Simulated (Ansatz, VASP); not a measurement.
Cu3Au in VASP and in Ansatz

Contents of INCAR:

```
ALGO = Normal
EDIFF = 1E-7
EDIFFG = -0.005
ENCUT = 600
GGA = PE
GGA_COMPAT = F
IBRION = 2
ISIF = 3
ISMEAR = 0
LASPH = T
LCHARG = F
LREAL = F
LWAVE = F
NELM = 120
NELMIN = 4
NSW = 100
PREC = Accurate
SIGMA = 0.1
```

KPOINTS

```
k-points
0
Gamma
  12 12 12
```

POSCAR

```
Cu3Au
1.0
    3.7353875600      0.0000000000      0.0000000000
    0.0000000000      3.7353875600      0.0000000000
    0.0000000000      0.0000000000      3.7353875600
Cu Au
3 1
Direct
    0.0000000000      0.5000000000      0.5000000000
    0.5000000000      0.5000000000      0.0000000000
    0.5000000000      0.0000000000      0.5000000000
    0.0000000000      0.0000000000      0.0000000000
```

Input for Ansatz:

```yaml
crystal:
  lattice:
    - [3.73538756, 0.0, 0.0]
    - [0.0, 3.73538756, 0.0]
    - [0.0, 0.0, 3.73538756]
  atoms:
    - { symbol: Cu, position: [0.0, 0.5, 0.5] }
    - { symbol: Cu, position: [0.5, 0.5, 0.0] }
    - { symbol: Cu, position: [0.5, 0.0, 0.5] }
    - { symbol: Au, position: [0.0, 0.0, 0.0] }
basis:
  ecutwfc: 420
kpoints:
  mp_grid: { grid: [12, 12, 12] }
hamiltonian:
  xc: pbe
scf:
  occupations: { method: gaussian, width: 0.1 }
output:
  forces: true
  stress: true
  eigenvalues: true
relax:
  adjacent_minimum: "off"
  f_tol: 0.005
  max_steps: 80
  cell: { stress_tol: 0.05 }
```

Alike in both runs: task relaxation of cell and atoms; functional PBE; k mesh 12 × 12 × 12; occupations gaussian, width 0.1 eV; no spin polarisation.

```csv
,VASP,Ansatz
version,VASP 6.6.1,Ansatz 0.2.0
potentials or method,"VASP PAW PBE potentials, release 64 (Cu, Au), cutoff 600 eV","scalar-relativistic, plane waves, PAW"
valence electrons in the cell,44,76
```

```csv
,VASP,Ansatz,Ansatz less VASP
"gap on the k mesh at the Fermi level, each at its own relaxed structure (eV)",none,none,-
relaxed volume (Å³/atom),13.53,13.51,-0.024
relaxed cell length with the largest relative difference (Å),3.783,3.781,-0.0023
```

A gap of «none» marks a metal or a gap that the smearing closes. VASP's potentials hold 44 valence electrons a cell and Ansatz's 76, so a difference there can come from the potentials and not from the codes.

Spin-orbit coupling is off throughout.
